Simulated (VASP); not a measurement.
LaP2Ru2, 5 atoms in the cell. Symmetry: I4/mmm, No. 139, tetragonal system. The conventional cell has a = 4.025 Å, b = 4.025 Å, c = 9.905 Å, α = 90.00°, β = 90.00°, γ = 90.00°. La (site symmetry 4/mmm) has 10 P at 3.13 to 3.65 Å and 8 Ru at 3.19 Å and 4 La at 4.02 Å within 4.1 Å. P (site symmetry 4mm) has 4 Ru at 2.33 Å and 1 P at 2.61 Å and 4 La at 3.13 Å within 3.2 Å. Ru (site symmetry -4m2) has 4 P at 2.33 Å and 4 Ru at 2.85 Å and 4 La at 3.19 Å within 3.2 Å. 

| Quantity | Value |
| --- | --- |
| Program | VASP 6.6.1 |
| Task | single point |
| Functional | PBEsol |
| Potentials or basis | VASP PAW PBE potentials, release 64 (La, P, Ru_pv) |
| Cutoff | 520 eV |
| k mesh | 12 × 12 × 12 |
| Occupations | gaussian, width 0.1 eV |
| Spin | no spin polarisation |
| Dipole correction | no |
| Further INCAR settings | ALGO = Normal; EDIFF = 1e-06; NBANDS = 32 |

Potentials or basis: VASP PAW PBE potentials, release 64 (La, P, Ru_pv).

The run is started by

```console
$ cat potpaw_PBE.64/La/POTCAR potpaw_PBE.64/P/POTCAR potpaw_PBE.64/Ru_pv/POTCAR > POTCAR
$ mpirun -np 1 vasp_std > vasp.out
```

Hardware: 1 thread of Intel Xeon 8259CL (shared host).

**Question.** How long does it take, and how much memory?

**Answer.** Run time: 29 min on 1 thread of Intel Xeon 8259CL, with other jobs on the host, peak memory 0.6 GiB. Counts: scf iterations 17, k points 163.
